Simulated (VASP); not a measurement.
Write the native input for VASP 6.6.1 that does the following.

* Task: single point
* Functional: PBE
* Potentials or basis: VASP PAW PBE potentials, release 64 (Mn_pv, Si, C)
* Cutoff: 520 eV
* k mesh: 4 × 4 × 4
* Occupations: gaussian, width 0.1 eV
* Spin: collinear spin, ferromagnetic start
* Starting moments: [4.0, 0.0, 0.0, 0.0, 0.0, 0.0] μB
* Dipole correction: no
* Further INCAR settings: ALGO = Normal; EDIFF = 1e-07; NBANDS = 30

The structure of MnSi4C lies in POSCAR:

```
MnSi4C
1.0
    0.0000000000      3.4447857781      3.4447857781
    3.4447857781      0.0000000000      3.4447857781
    3.4447857781      3.4447857781      0.0000000000
Mn Si C
1 4 1
Direct
    0.7500000000      0.7500000000      0.7500000000
    0.8757571803      0.3747476066      0.3747476066
    0.3747476066      0.3747476066      0.3747476066
    0.3747476066      0.8757571803      0.3747476066
    0.3747476066      0.3747476066      0.8757571803
    0.0000000000      0.0000000000      0.0000000000
```

The cell was generated, and may not be a known phase.

These files were run (other wordings do the same):

INCAR

```
ALGO = Normal
EDIFF = 1E-7
ENCUT = 520
GGA = PE
ISIF = 2
ISMEAR = 0
ISPIN = 2
LASPH = T
LCHARG = F
LMAXMIX = 4
LORBIT = 11
LREAL = F
LWAVE = F
MAGMOM = 4 0 0 0 0 0
NBANDS = 30
NELM = 150
PREC = Accurate
SIGMA = 0.1
```

KPOINTS

```
k-points
0
Gamma
  4 4 4
```

Potentials or basis: VASP PAW PBE potentials, release 64 (Mn_pv, Si, C).

The run is started by

```console
$ cat potpaw_PBE.64/Mn_pv/POTCAR potpaw_PBE.64/Si/POTCAR potpaw_PBE.64/C/POTCAR > POTCAR
$ mpirun -np 1 vasp_std > vasp.out
```

Results of the run:

The pressure is -0.2 GPa. The largest force is 0.008 eV/Å and the net moment is 2.88 μB per cell. The site moments are Mn +3.41; Si -0.01; C -0.23 μB. The valence electrons inside the program's atomic spheres are Mn 11.44; Si 1.61; C 2.06.

Caveat: the k points lie up to 0.39 Å⁻¹ apart.

Wall time 2.6 min on 1 thread of Oxide Virtual Turin-like Processor (shared host), peak memory 0.21 GiB.
